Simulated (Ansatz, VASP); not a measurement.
# LiBr: VASP beside Ansatz

The input POSCAR:

```
LiBr
1.0
    0.0000000000      2.7395650468      2.7395650468
    2.7395650468      0.0000000000      2.7395650468
    2.7395650468      2.7395650468      0.0000000000
Li Br
1 1
Direct
    0.0000000000      0.0000000000      0.0000000000
    0.5000000000      0.5000000000      0.5000000000
```

File INCAR.step1:

```
PREC = Accurate
ENCUT = 650
EDIFF = 1E-5
ISMEAR = 0
SIGMA = 0.01
LREAL = F
LASPH = T
NELM = 120
ALGO = Normal
ISIF = 2
LWAVE = T
NBANDS = 12
GGA = PE
GGA_COMPAT = F
```

Contents of INCAR.step2:

```
PREC = Accurate
ENCUT = 650
EDIFF = 1E-6
ISMEAR = 0
SIGMA = 0.01
LREAL = F
LASPH = T
NELM = 120
ALGO = Normal
ISIF = 2
LWAVE = F
LCHARG = T
GGA = PE
LHFCALC = T
AEXX = 0.15
HFSCREEN = 0.1
PRECFOCK = Normal
LELF = T
LVHAR = T
NBANDS = 12
ISTART = 1
GGA_COMPAT = F
```

KPOINTS

```
Automatic mesh
0
Gamma
  4 4 4
```

Input for Ansatz:

```yaml
crystal:
  lattice:
    - [0.0, 2.7395650468, 2.7395650468]
    - [2.7395650468, 0.0, 2.7395650468]
    - [2.7395650468, 2.7395650468, 0.0]
  atoms:
    - { symbol: Li, position: [0.0, 0.0, 0.0] }
    - { symbol: Br, position: [0.5, 0.5, 0.5] }
kpoints:
  mp_grid: { grid: [4, 4, 4] }
hamiltonian:
  xc: { exchange: pbe, correlation: pbe, exx: { coeff: 0.15, omega: 0.1 } }
scf:
  occupations: { method: fixed }
  n_extra_bands: 4
output:
  forces: true
  stress: true
  eigenvalues: true
```

Alike in both runs: task single point; functional PBE-based screened hybrid with a share of 0.15 of exact exchange and HFSCREEN = 0.1; k mesh 4 × 4 × 4; no spin polarisation.

|  | VASP | Ansatz |
| --- | --- | --- |
| version | VASP 6.6.1 | Ansatz 0.2.0 |
| potentials or method | VASP PAW PBE potentials, release 64 (Li_sv, Br) | plane waves |
| plane-wave cutoff (eV) | 650 | 420 |
| occupations | gaussian, width 0.01 eV | fixed |
| valence electrons in the cell | 10 | 10 |

|  | VASP | Ansatz | Ansatz less VASP |
| --- | --- | --- | --- |
| gap on the k mesh at the Fermi level (eV) | 5.93 | 5.92 | -0.012 |
| pressure (GPa) | 0.1 | 0.2 | +0.16 |

VASP's potentials were made for PBE, not for PBE-based screened hybrid. Ansatz's warnings: stress exchange threshold loose, stress scf threshold loose.

The k mesh is coarse, so the values compare programs but aren't converged.
